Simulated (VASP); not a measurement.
SrY3:

```
Sr Y
1.0
     4.79396    0.00000    0.00000
     0.00000    4.79396    0.00000
     0.00000    0.00000    4.79396
Sr Y
1 3
Direct
  0.00000 0.00000 0.00000
  0.00000 0.50000 0.50000
  0.50000 0.00000 0.50000
  0.50000 0.50000 0.00000
```

```yaml
Program: VASP 6.6.1
Task: relaxation of cell and atoms
Functional: PBE
Potentials_or_basis: VASP PAW PBE potentials, release 64 (Sr_sv, Y_sv)
Cutoff: 600 eV
k_mesh: 4 × 4 × 4
Occupations: gaussian, width 0.1 eV
Spin: no spin polarisation
```

At the start: pressure 11.8 GPa; volume 27.54 Å³/atom.

Task: How do energy, volume and symmetry change on relaxing?

Result: Over 3 steps the energy falls by 262.3 meV/atom and the volume is 35.98 Å³/atom (+30.6 %); space group Pm-3m (No. 221, to 0.1 Å) before and after.

Step by step:
```
step  energy change (eV)  largest force (eV/Å)  pressure (GPa)  volume (Å³)
   1              0.0000                0.0000           11.83       110.17
   2             -1.0470                0.0000           -0.36       145.88
   3             -1.0491                0.0000            0.03       143.92
```

Final structure:
```
CELL_PARAMETERS angstrom
5.24051 0.00000 0.00000
0.00000 5.24051 0.00000
0.00000 0.00000 5.24051
ATOMIC_POSITIONS crystal
Sr 0.00000 0.00000 0.00000
Y 0.00000 0.50000 0.50000
Y 0.50000 0.00000 0.50000
Y 0.50000 0.50000 0.00000
```

Caveat: the volume moved by over 15 % at a fixed basis, so the end points are rough.
